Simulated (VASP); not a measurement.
# Au (I4/mmm) in VASP: notebook

The runs below take Au through single point, with r2SCAN.

Program: VASP 6.6.1. These are calculated values, not measurements. Logs are shortened: lines on timing, memory, paths and dates and some standing lists are left out, and cuts for length are marked.

### 1 The cell of the first run

The structure is tetragonal, space group I4/mmm (No. 139). The conventional cell has a = 3.313 Å, b = 3.313 Å, c = 3.210 Å, α = 90.00°, β = 90.00°, γ = 90.00°. Au (site symmetry 4/mmm) has 14 Au at 2.84 to 3.31 Å within 3.7 Å.

### 2 Single point, r2SCAN (uniaxial strain along c: -2.0 %, then relaxed in part)

Input file POSCAR:

```
Au
1.0
    3.3125494186      0.0000000000      0.0000000000
    0.0000000000      3.3125494186      0.0000000000
    0.0000000000      0.0000000000      3.2098684449
Au
2
Direct
    0.0000000000      0.0000000000      0.0000000000
    0.5000000000      0.5000000000      0.5000000000
```

Input file INCAR.step1:

```
SYSTEM = Au
PREC = Accurate ; ENCUT = 520
ISMEAR = 0 ; SIGMA = 0.1
LREAL = .FALSE. ; LASPH = .TRUE.
NELM = 60 ; NBANDS = 18
GGA = PE ; ALGO = Normal
EDIFF = 1E-4 ; LWAVE = .TRUE.
LCHARG = .FALSE.
```

Input file INCAR.step2:

```
SYSTEM = Au
PREC = Accurate ; ENCUT = 520
EDIFF = 1E-6 ; ISMEAR = 0
SIGMA = 0.1 ; LREAL = .FALSE.
LASPH = .TRUE. ; NELM = 60
ALGO = Normal ; ISIF = 2
LWAVE = .FALSE. ; LCHARG = .FALSE.
METAGGA = R2SCAN ; LMIXTAU = .TRUE.
NBANDS = 18 ; ISTART = 1
```

Input file KPOINTS:

```
regular mesh
0
G
  16 16 16
  0 0 0
```

Potentials or basis: VASP PAW PBE potentials, release 64 (Au).

On the command line:

```bash
$ cat potpaw_PBE.64/Au/POTCAR > POTCAR
$ cp INCAR.step1 INCAR
$ mpirun -np 1 vasp_std > vasp.out
$ cp INCAR.step2 INCAR
$ mpirun -np 1 vasp_std > vasp.out
```

OUTCAR:

```text
SYSTEM = Au
   PREC = Accurate
   ENCUT = 520
   EDIFF = 1E-6
   ISMEAR = 0
   LREAL = .FALSE.
   LASPH = .TRUE.
   NELM = 60
   ISIF = 2
   METAGGA = R2SCAN
   ISTART = 1

 ion  position               nearest neighbor table
   1  0.000  0.000  0.000-   2 2.84   2 2.84   2 2.84   2 2.84   2 2.84   2 2.84   2 2.84   2 2.84

   2  0.500  0.500  0.500-   1 2.84   1 2.84   1 2.84   1 2.84   1 2.84   1 2.84   1 2.84   1 2.84

  LATTYP: Found a simple tetragonal cell.
 ALAT       =     3.3125494186
 C/A-ratio  =     0.9690024327

  Lattice vectors:

 A1 = (   3.3125494186,   0.0000000000,   0.0000000000)
 A2 = (   0.0000000000,   3.3125494186,   0.0000000000)
 A3 = (   0.0000000000,   0.0000000000,   3.2098684449)

Analysis of symmetry for initial positions (statically):
=====================================================================
 Subroutine PRICEL returns following result:

  LATTYP: Found a body centered tetragonal cell.
 ALAT       =     3.3125494186
 C/A-ratio  =     0.9690024327

  Lattice vectors:

 A1 = (  -1.6562747093,  -1.6562747093,  -1.6049342225)
 A2 = (   1.6562747093,   1.6562747093,  -1.6049342225)
 A3 = (   1.6562747093,  -1.6562747093,   1.6049342225)

   2 primitive cells build up your supercell.

 Routine SETGRP: Setting up the symmetry group for a
 simple tetragonal supercell.

 Subroutine GETGRP returns: Found 16 space group operations
 (whereof 16 operations were pure point group operations)
 out of a pool of 16 trial point group operations.

The static configuration has the point symmetry D_4h.

Analysis of symmetry for dynamics (positions and initial velocities):
=====================================================================
 Subroutine PRICEL returns following result:

  LATTYP: Found a body centered tetragonal cell.
 ALAT       =     3.3125494186
 C/A-ratio  =     0.9690024327

  Lattice vectors:

 A1 = (  -1.6562747093,  -1.6562747093,  -1.6049342225)
 A2 = (   1.6562747093,   1.6562747093,  -1.6049342225)
 A3 = (   1.6562747093,  -1.6562747093,   1.6049342225)

   2 primitive cells build up your supercell.

 Routine SETGRP: Setting up the symmetry group for a
 simple tetragonal supercell.

 Subroutine GETGRP returns: Found 16 space group operations
 (whereof 16 operations were pure point group operations)
 out of a pool of 16 trial point group operations.

The dynamic configuration has the point symmetry D_4h.

 Subroutine INISYM returns: Found 16 space group operations
 (whereof 16 operations are pure point group operations),
 and found     2 'primitive' translations

----------------------------------------------------------------------------------------

                                     Primitive cell

  volume of cell :      17.6109

  direct lattice vectors                    reciprocal lattice vectors
    -1.656274709 -1.656274709 -1.604934222     0.000000000 -0.301882289 -0.311539248
     1.656274709  1.656274709 -1.604934222     0.301882289  0.000000000 -0.311539248
     1.656274709 -1.656274709  1.604934222     0.301882289 -0.301882289  0.000000000

  length of vectors
     2.839419956  2.839419956  2.839419956     0.433808274  0.433808274  0.426926027

  position of ions in fractional coordinates (direct lattice)
     0.000000000  0.000000000  0.000000000

  ion indices of the primitive-cell ions
   primitive index   ion index
                 1           1

----------------------------------------------------------------------------------------

 KPOINTS: regular mesh

Automatic generation of k-mesh.
 Grid dimensions read from file:
 generate k-points for:   16   16   16

 Generating k-lattice:

  Cartesian coordinates                     Fractional coordinates (reciprocal lattice)
     0.018867643  0.000000000  0.000000000     0.062500000  0.000000000  0.000000000
     0.000000000  0.018867643  0.000000000     0.000000000  0.062500000  0.000000000
     0.000000000  0.000000000  0.019471203     0.000000000  0.000000000  0.062500000

  Length of vectors
     0.018867643  0.018867643  0.019471203

  Shift w.r.t. Gamma in fractional coordinates (k-lattice)
     0.000000000  0.000000000  0.000000000

 Subroutine IBZKPT returns following result:
 ===========================================

 Found    405 irreducible k-points:

 Following reciprocal coordinates:
            Coordinates               Weight
  0.000000  0.000000  0.000000      1.000000
  0.062500  0.000000  0.000000      4.000000
  0.125000  0.000000  0.000000      4.000000
  0.187500  0.000000  0.000000      4.000000
  0.250000  0.000000  0.000000      4.000000
  0.312500  0.000000  0.000000      4.000000
[... 16 lines left out ...]
  0.437500  0.125000  0.000000      8.000000
  0.500000  0.125000  0.000000      4.000000
 [... further k-points ...]
   k-points           NKPTS =    405   k-points in BZ     NKDIM =    405   number of bands    NBANDS=     18
   number of dos      NEDOS =    301   number of ions     NIONS =      2
   total plane-waves  NPLWV =  18816
   dimension x,y,z NGX =    28 NGY =   28 NGZ =   24
   dimension x,y,z NGXF=    56 NGYF=   56 NGZF=   48
   ions per type =               2
   NGX,Y,Z   is equivalent  to a cutoff of  14.05, 14.05, 12.43 a.u.
   NGXF,Y,Z  is equivalent  to a cutoff of  28.10, 28.10, 24.86 a.u.
 SYSTEM =  Au
   PREC   = accura    normal or accurate (medium, high low for compatibility)
   ISTART =      1    job   : 0-new  1-cont  2-samecut
   ICHARG =      0    charge: 1-file 2-atom 10-const
   ISPIN  =      1    spin polarized calculation?
   LNONCOLLINEAR =      F non collinear calculations
   LSORBIT =      F    spin-orbit coupling
   LASPH  =      T    aspherical Exc in radial PAW
   ENCUT  =  520.0 eV  38.22 Ry    6.18 a.u.   6.16  6.16  5.97*2*pi/ulx,y,z
   NELM   =     60;   NELMIN=  2; NELMDL=  0     # of ELM steps
   EDIFF  = 0.1E-05   stopping-criterion for ELM
   LREAL  =      F    real-space projection
   EDIFFG = 0.1E-04   stopping-criterion for IOM
   NSW    =      0    number of steps for IOM
   IBRION =     -1    ionic relax: 0-MD 1-quasi-New 2-CG
   NFREE  =      0    steps in history (QN), initial steepest desc. (CG)
   ISIF   =      2    stress and relaxation
   ISYM   =      2    0-nonsym 1-usesym 2-fastsym
   POTIM  = 0.5000    time-step for ionic-motion
   TEBEG  =    0.0;   TEEND  =   0.0 temperature during run
   PSTRESS=    0.0 pullay stress
   NELECT =      22.0000    total number of electrons
   NUPDOWN=      -1.0000    fix difference up-down
   EMIN   =  10.00;   EMAX   =-10.00  energy-range for DOS
   EFERMI =   0.00;   METHOD = LEGACY
   ISMEAR =     0;   SIGMA  =   0.10  broadening in eV -4-tet -1-fermi 0-gaus
   EFERMI_NEDOS =   21; number of points for ismear=-14 and -15
   IALGO  =     38    algorithm
   IMIX   =      4    mixing-type and parameters
     AMIX     =   0.40;   BMIX     =  1.00
     AMIX_MAG =   1.60;   BMIX_MAG =  1.00
  volume/ion in A,a.u.               =      17.61       118.84
  Fermi-wavevector in a.u.,A,eV,Ry     =   1.399410  2.644502 26.644959  1.958349
  Thomas-Fermi vector in A             =   2.522472
   LORBIT       =      0    0 simple, 1 ext, 2 COOP (PROOUT), +10 PAW based schemes
   METAGGA = R2SCAN    functional components
   LHFCALC =     F    Hartree Fock is set to
   AEXX    =    0.0000 exact exchange contribution
   IVDW    =     0    specifies the selected vdW correction
   LEPSILON=     F    determine dielectric tensor
   LRPA    =     F    only Hartree local field effects (RPA)
 non-spin polarized calculation
 Gauss-broadening in eV      SIGMA  =   0.10
  energy-cutoff  :      520.00
  volume of cell :       35.22
 maximum number of plane-waves:       976
 NGX is ok and might be reduce to    28
   NGX = 13   NGY = 13   NGZ = 11

 number of electron      22.0000005 magnetization

 Free energy of the ion-electron system (eV)
  ---------------------------------------------------
  ext. energy  EPLUGINS =         0.00000000
  ---------------------------------------------------
  free energy    TOTEN  =      -101.15346368 eV

  energy without entropy =     -101.15166667  energy(sigma->0) =     -101.15256518

 E-fermi :   8.8291     XC(G=0): -13.3908

 val. band max:        8.8275107286   @ k =   0.0625   0.0625   0.3750
 cond. band min:       8.8405904492   @ k =   0.4375   0.4375   0.1250
 fundamental gap:      0.0130797206
 Fermi energy:         8.8290829590

 k-point     1 :       0.0000    0.0000    0.0000
  band No.  band energies     occupation
      1      -0.9263      2.00000
      2       1.9691      2.00000
      3       1.9730      2.00000
      4       3.7039      2.00000
      5       3.9085      2.00000
      6       3.9085      2.00000
[... 10 lines left out ...]
     17      25.5468      0.00000
     18      26.0143      0.00000

 k-point     2 :       0.0625    0.0000    0.0000
  band No.  band energies     occupation
      1      -0.8549      2.00000
      2       2.0019      2.00000
      3       2.0118      2.00000
      4       3.7093      2.00000
      5       3.9131      2.00000
      6       3.9328      2.00000
[... 10 lines left out ...]
     17      25.5479      0.00000
     18      25.9548      0.00000

 k-point     3 :       0.1250    0.0000    0.0000
  band No.  band energies     occupation
      1      -0.6425      2.00000
      2       2.0905      2.00000
      3       2.1321      2.00000
      4       3.7273      2.00000
      5       3.9287      2.00000
      6       4.0054      2.00000
[... 10 lines left out ...]
     17      25.6471      0.00000
     18      25.7966      0.00000

 k-point     4 :       0.1875    0.0000    0.0000
  band No.  band energies     occupation
      1      -0.2960      2.00000
      2       2.2356      2.00000
      3       2.3149      2.00000
      4       3.7625      2.00000
      5       3.9598      2.00000
      6       4.1243      2.00000
[... 10 lines left out ...]
     17      25.5821      0.00000
     18      26.3524      0.00000

 k-point     5 :       0.2500    0.0000    0.0000
  band No.  band energies     occupation
      1       0.1715      2.00000
      2       2.4328      2.00000
      3       2.5315      2.00000
      4       3.8217      2.00000
      5       4.0133      2.00000
      6       4.2866      2.00000
[... 10 lines left out ...]
     17      25.3255      0.00000
     18      26.4401      0.00000

 k-point     6 :       0.3125    0.0000    0.0000
  band No.  band energies     occupation
      1       0.7378      2.00000
      2       2.6698      2.00000
      3       2.7429      2.00000
      4       3.9130      2.00000
      5       4.0968      2.00000
      6       4.4879      2.00000
[... 10 lines left out ...]
     17      25.1812      0.00000
     18      25.4336      0.00000

 k-point     7 :       0.3750    0.0000    0.0000
  band No.  band energies     occupation
      1       1.3642      2.00000
      2       2.8322      2.00000
      3       2.9880      2.00000
      4       4.0441      2.00000
      5       4.2183      2.00000
      6       4.3680      2.00000
[... 10 lines left out ...]
     17      25.1198      0.00000
     18      25.1272      0.00000

 k-point     8 :       0.4375    0.0000    0.0000
  band No.  band energies     occupation
      1       1.9838      2.00000
      2       2.7845      2.00000
      3       3.3061      2.00000
      4       4.0111      2.00000
      5       4.2219      2.00000
      6       4.3840      2.00000
[... 10 lines left out ...]
     17      23.8705      0.00000
     18      24.7416      0.00000
[... 229 lines left out ...]
     17      25.6132      0.00000
     18      25.9014      0.00000

 k-point    20 :       0.2500    0.1250    0.0000
  band No.  band energies     occupation
      1       0.3866      2.00000
      2       2.4783      2.00000
      3       2.7131      2.00000
      4       3.6806      2.00000
      5       3.8270      2.00000
      6       4.7279      2.00000
[... 10 lines left out ...]
     17      25.5293      0.00000
     18      25.6262      0.00000

 k-point    21 :       0.3125    0.1250    0.0000
  band No.  band energies     occupation
      1       0.8982      2.00000
      2       2.6323      2.00000
      3       2.9564      2.00000
      4       3.7059      2.00000
      5       3.9062      2.00000
      6       4.9178      2.00000
[... 10 lines left out ...]
     17      25.0700      0.00000
     18      25.6754      0.00000

 k-point    22 :       0.3750    0.1250    0.0000
  band No.  band energies     occupation
      1       1.4432      2.00000
      2       2.7194      2.00000
      3       3.1945      2.00000
      4       3.7791      2.00000
      5       3.9675      2.00000
      6       4.5997      2.00000
[... 10 lines left out ...]
     17      24.6279      0.00000
     18      25.7924      0.00000

 k-point    23 :       0.4375    0.1250    0.0000
  band No.  band energies     occupation
      1       1.9601      2.00000
      2       2.6460      2.00000
      3       3.4418      2.00000
      4       3.9015      2.00000
      5       3.9039      2.00000
      6       4.3157      2.00000
[... 10 lines left out ...]
     17      24.2103      0.00000
     18      24.7626      0.00000

 k-point    24 :       0.5000    0.1250    0.0000
  band No.  band energies     occupation
      1       2.3808      2.00000
      2       2.3808      2.00000
      3       3.6947      2.00000
      4       3.6947      2.00000
      5       4.0827      2.00000
      6       4.0827      2.00000
[... 10 lines left out ...]
     17      23.8130      0.00000
     18      23.8130      0.00000

 [... further k-points ...]
[... 5 lines left out ...]
  --------------------------------------------------------------------------------------
  -------------------------------------------------------------------------------------
  Total        0.0629297      0.0629297      0.0282734      0.0000000      0.0000000      0.0000000
  in kB        2.8625579      2.8625579      1.2861060      0.0000000      0.0000000      0.0000000
  external PRESSURE =       2.3370740 kB  Pullay stress =       0.0000000 kB

 VOLUME and BASIS-vectors are now :
 -----------------------------------------------------------------------------
  energy-cutoff  :      520.00
  volume of cell :       35.22
      direct lattice vectors                 reciprocal lattice vectors
     3.312549419  0.000000000  0.000000000     0.301882289  0.000000000  0.000000000
     0.000000000  3.312549419  0.000000000     0.000000000  0.301882289  0.000000000
     0.000000000  0.000000000  3.209868445     0.000000000  0.000000000  0.311539248

 POSITION                                       TOTAL-FORCE (eV/Angst)
 -----------------------------------------------------------------------------------
      0.00000      0.00000      0.00000        -0.000000     -0.000000     -0.000000
      1.65627      1.65627      1.60493         0.000000      0.000000      0.000000
 -----------------------------------------------------------------------------------
    total drift:                                0.000000      0.000000      0.000000

  FREE ENERGIE OF THE ION-ELECTRON SYSTEM (eV)
  ---------------------------------------------------
  free  energy   TOTEN  =      -101.1534636836 eV

  energy  without entropy=     -101.1516666731  energy(sigma->0) =     -101.15256518
```

Run time: 6.8 min. Hardware: 1 thread of AMD EPYC 9R45 (Zen 5), shared host; peak memory 0.3 GiB.

Results:

| Property | Result |
| --- | --- |
| Free energy | -101.1535 eV |
| Pressure | 0.2 GPa |
| Band gap on the k mesh | zero (bands 11 and 12 overlap by 5.33 eV) |

Caveat: the cell differs from its parent crystal (uniaxial strain along c: -2.0 %, then relaxed in part); the PAW data sets were made with another functional, which shifts forces and pressure a little; spin-orbit coupling is left out, which moves the levels of the heavy elements.

### 3 Single point, r2SCAN (uniaxial strain along c: +2.0 %, then relaxed in part)

Input file POSCAR:

```
Au
1.0
    3.2470700808      0.0000000000      0.0000000000
    0.0000000000      3.2470700808      0.0000000000
    0.0000000000      0.0000000000      3.3408834835
Au
2
Direct
    0.0000000000      0.0000000000      0.0000000000
    0.5000000000      0.5000000000      0.5000000000
```

Input file INCAR.step1:

```
SYSTEM = Au
ALGO     = Normal         ! electronic algorithm
EDIFF    = 1E-4           ! SCF threshold, eV
ENCUT    = 520            ! plane-wave cutoff, eV
GGA      = PE             ! functional
ISMEAR   = 0              ! smearing method
LASPH    = .True.         ! aspherical terms in the spheres
LCHARG   = .False.        ! write CHGCAR
LREAL    = .False.        ! projectors in reciprocal space
LWAVE    = .True.         ! write WAVECAR
NBANDS   = 18             ! bands
NELM     = 100            ! most SCF steps
PREC     = Accurate       ! precision mode
SIGMA    = 0.1            ! smearing width, eV
```

Input file INCAR.step2:

```
SYSTEM = Au
ALGO     = Normal         ! electronic algorithm
EDIFF    = 1E-7           ! SCF threshold, eV
ENCUT    = 520            ! plane-wave cutoff, eV
ISIF     = 2              ! what is computed and relaxed
ISMEAR   = 0              ! smearing method
ISTART   = 1            
LASPH    = .True.         ! aspherical terms in the spheres
LCHARG   = .False.        ! write CHGCAR
LMIXTAU  = .True.       
LREAL    = .False.        ! projectors in reciprocal space
LWAVE    = .False.        ! write WAVECAR
METAGGA  = R2SCAN         ! meta-GGA
NBANDS   = 18             ! bands
NELM     = 100            ! most SCF steps
PREC     = Accurate       ! precision mode
SIGMA    = 0.1            ! smearing width, eV
```

Input file KPOINTS:

```
k-points
0
Gamma
  16 16 16
  0 0 0
```

Potentials or basis: VASP PAW PBE potentials, release 64 (Au).

On the command line:

```bash
$ cat potpaw_PBE.64/Au/POTCAR > POTCAR
$ cp INCAR.step1 INCAR
$ mpirun -np 1 vasp_std > vasp.out
$ cp INCAR.step2 INCAR
$ mpirun -np 1 vasp_std > vasp.out
```

Wall time 5.8 min (1 thread of AMD EPYC 9R45 (Zen 5), shared host); peak memory 0.29 GiB.

The run converged. Its results:

* Free energy: -101.1529 eV
* Pressure: 0.2 GPa
* Band gap on the k mesh: zero (bands 11 and 12 overlap by 5.47 eV)

Stress tensor (GPa, compression positive):
```
0.27 0.00 0.00
0.00 0.27 0.00
0.00 0.00 0.15
```

Levels at points of the mesh, in eV from the Fermi level:
```csv
k point,band 7,band 8,band 9,band 10,band 11,band 12,band 13,band 14,band 15,band 16
"(0.00, 0.00, 0.00)",-3.22,-3.02,-2.00,-1.94,-1.94,6.04,6.87,6.87,9.67,16.09
"(0.50, 0.00, 0.00)",-4.31,-4.31,-3.61,-3.61,-1.98,-1.98,12.90,12.90,13.70,13.70
"(0.50, 0.50, 0.00)",-2.87,-2.87,-1.56,-1.56,-0.24,-0.24,3.63,3.63,12.77,12.77
"(0.00, 0.00, 0.50)",-4.28,-4.28,-3.55,-3.55,-2.32,-2.32,13.36,13.36,14.13,14.13
"(0.50, 0.00, 0.50)",-2.94,-2.94,-1.61,-1.61,-0.41,-0.41,3.39,3.39,13.19,13.19
"(0.50, 0.50, 0.50)",-2.96,-2.96,-2.83,-2.83,2.91,2.91,7.34,7.34,7.34,7.34
```

Caveat: the cell differs from its parent crystal (uniaxial strain along c: +2.0 %, then relaxed in part); the PAW data sets were made with another functional, which shifts forces and pressure a little; spin-orbit coupling is left out, which moves the levels of the heavy elements.

The gap in the log of VASP goes by the Fermi energy; the results here count the filled bands.